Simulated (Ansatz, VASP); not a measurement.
B5W in VASP and in Ansatz

```
CELL_PARAMETERS angstrom
0.00000 2.83928 2.83928
2.83928 0.00000 2.83928
2.83928 2.83928 0.00000
ATOMIC_POSITIONS crystal
B 0.75000 0.75000 0.75000
B 0.37903 0.37903 0.86292
B 0.37903 0.86292 0.37903
B 0.37903 0.37903 0.37903
B 0.86292 0.37903 0.37903
W 0.00000 0.00000 0.00000
```

Change from the starting cell: species swapped into the ErCu5 type (F-43m, No. 216).

Alike in both runs: functional PBE; k mesh 6 × 6 × 6; occupations gaussian, width 0.1 eV; no spin polarisation.

Ansatz relaxed the structure, and its values are those at the end. VASP's run is a single point on that final structure, the one shown.

|  | VASP | Ansatz |
| --- | --- | --- |
| version | VASP 6.6.1 | Ansatz 0.2.0 |
| potentials or method | VASP PAW PBE potentials, release 64 (B, W_sv), cutoff 520 eV | scalar-relativistic, plane waves, PAW |
| valence electrons in the cell | 29 | 29 |

Ansatz gave:

| Item | Value |
| --- | --- |
| gap on the k mesh at the Fermi level (eV) | none |
| pressure (GPa) | -0.1 |

Question: What did VASP give for the same quantities?

Answer: gap on the k mesh at the Fermi level (eV): none; pressure (GPa): 0.2.

A gap of «none» marks a metal or a gap that the smearing closes.

Spin-orbit coupling is off throughout.
